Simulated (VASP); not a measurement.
Input of a VASP 6.6.1 run:

Contents of INCAR:

```
PREC = Accurate ; ENCUT = 520
EDIFF = 1E-6 ; ISMEAR = 0
SIGMA = 0.15 ; LREAL = F
LASPH = T ; NELM = 80
ALGO = Fast ; ISIF = 2
LWAVE = F ; LCHARG = T
GGA = PS ; LELF = T
LVHAR = T ; NBANDS = 12
```

The input KPOINTS:

```
regular mesh
0
Gamma
  20 20 20
```

File POSCAR:

```
Nb
1.0
    0.0000000000      2.2842000000      2.0304000000
    2.2842000000      0.0000000000      2.0304000000
    2.2842000000      2.2842000000      0.0000000000
Nb
1
Direct
    0.0000000000      0.0000000000      0.0000000000
```

Potentials or basis: VASP PAW PBE potentials, release 64 (Nb_sv).

Run with:

```console
$ cat potpaw_PBE.64/Nb_sv/POTCAR > POTCAR
$ mpirun -np 1 vasp_std > vasp.out
```

Question: Predict the pressure.

Answer: -21.9 GPa.

Question: Estimate the band gap on the k mesh.

Answer: Zero (an odd number of electrons rules out a gap without spin polarisation).

Stress tensor (GPa, compression positive):
```
-17.67   0.00   0.00
  0.00 -17.67   0.00
  0.00   0.00 -30.45
```

Caveat: the cell differs from its parent crystal (strain +0.080 along x and y, -0.040 along z); the stress differs along the axes, from -30 to -18 GPa; the PAW data sets were made with another functional, which shifts forces and pressure a little.
